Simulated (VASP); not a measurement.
Wanted: the native input for a VASP 6.6.1 run.

| Property | Result |
| --- | --- |
| Task | single point |
| Functional | PBEsol |
| Dispersion | D3(BJ) |
| Potentials or basis | VASP PAW PBE potentials, release 64 (C) |
| Cutoff | 520 eV |
| k mesh | 21 × 21 × 8 |
| Occupations | gaussian, width 0.15 eV |
| Spin | no spin polarisation |
| Dipole correction | no |
| Further INCAR settings | ALGO = Normal; EDIFF = 1e-07; NBANDS = 16 |

The structure of C lies in POSCAR:

```
C
1.0
    2.7122518469      0.0000000000      0.0000000000
   -1.3561259234      2.3488790009      0.0000000000
    0.0000000000      0.0000000000      6.0526612215
C
4
Direct
    0.0000000000      0.0000000000      0.0025000000
    0.0000000000      0.0000000000      0.5025000000
    0.3333333333      0.6666666667      0.0025000000
    0.6666666667      0.3333333333      0.5025000000
```

The input as run:

INCAR

```
ALGO = Normal ; EDIFF = 1E-7
ENCUT = 520 ; GGA = PS
ISIF = 2 ; ISMEAR = 0
IVDW = 12 ; LASPH = T
LCHARG = F ; LREAL = F
LWAVE = F ; NBANDS = 16
NELM = 100 ; PREC = Accurate
SIGMA = 0.15
```

KPOINTS

```
k-points
0
Gamma
  21 21 8
```

Potentials or basis: VASP PAW PBE potentials, release 64 (C).

Launch:

```console
$ cat potpaw_PBE.64/C/POTCAR > POTCAR
$ mpirun -np 1 vasp_std > vasp.out
```

It gave:

* Pressure: -58.3 GPa
* Band gap on the k mesh: zero (bands 8 and 9 overlap by 0.11 eV)
* Dispersion energy per atom: -0.107 eV

Caveat: the cell stands under tension; the PAW data sets were made with another functional, which shifts forces and pressure a little.

It took 48 s on 1 thread of Intel(R) Xeon(R) 6975P-C (Granite Rapids) (shared host), peak memory 0.22 GiB.
